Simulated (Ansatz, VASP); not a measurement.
## One calculation of Li, two programs

File INCAR:

```
SYSTEM = Li
PREC     = Accurate       ! precision mode
ENCUT    = 750            ! plane-wave cutoff, eV
EDIFF    = 1E-6           ! SCF threshold, eV
ISMEAR   = -1             ! smearing method
SIGMA    = 0.08           ! smearing width, eV
LREAL    = .FALSE.        ! projectors in reciprocal space
LASPH    = .TRUE.         ! aspherical terms in the spheres
NELM     = 120            ! most SCF steps
ALGO     = Normal         ! electronic algorithm
ISIF     = 2              ! what is computed and relaxed
LWAVE    = .FALSE.        ! write WAVECAR
LCHARG   = .FALSE.        ! write CHGCAR
GGA      = PE             ! functional
NBANDS   = 8              ! bands
GGA_COMPAT= .FALSE.
```

The input KPOINTS:

```
regular mesh
0
G
  13 13 13
  0 0 0
```

File POSCAR:

```
Li
1.0
    0.0220200000      2.2130100000      2.2130100000
    2.2130100000      0.0220200000      2.2130100000
    2.2130100000      2.2130100000      0.0220200000
Li
1
Direct
    0.0000000000      0.0000000000      0.0000000000
```

Input for Ansatz:

```yaml
crystal:
  lattice:
    - [0.02202, 2.21301, 2.21301]
    - [2.21301, 0.02202, 2.21301]
    - [2.21301, 2.21301, 0.02202]
  atoms:
    - { symbol: Li, position: [0.0, 0.0, 0.0] }
kpoints:
  mp_grid: { grid: [13, 13, 13] }
  band_path:
    path:
      - [0.0, 0.0, 0.0]
      - [0.5, 0.5, 0.5]
      - [0.247543133, 0.5, 0.752456867]
      - [-0.247543133, 0.247543133, 0.5]
      - [0.0, 0.0, 0.5]
      - [0.0, 0.0, 0.0]
      - [-0.3737715665, 0.0, 0.3737715665]
      - [0.0, 0.3737715665, 0.6262284335]
      - [0.0, 0.5, 0.5]
    npoints: 5
scf:
  occupations: { method: fermi_dirac, width: 0.08 }
hamiltonian:
  xc: pbe
  pseudopotentials: { kind: all_electron, lapw: { basis_error: 0.00025 } }
output:
  forces: true
  stress: true
  eigenvalues: true
```

Change from the starting cell: equal xy, yz and zx shear strains of +1 %.

Alike in both runs: task single point; functional PBE; k mesh 13 × 13 × 13; occupations fermi-dirac, width 0.08 eV; no spin polarisation.

```csv
,VASP,Ansatz
version,VASP 6.6.1,Ansatz 0.2.0
potentials or method,"VASP PAW PBE potentials, release 64 (Li_sv), cutoff 750 eV","all-electron LAPW, scalar-relativistic"
```

```tsv
	VASP	Ansatz	Ansatz less VASP
pressure (GPa)	-0.8	-0.7	+0.12
traceless stress, the component that is largest in VASP (GPa)	-0.06	-0.06	0.000
```

Ansatz ran all-electron here, and VASP with PAW potentials.
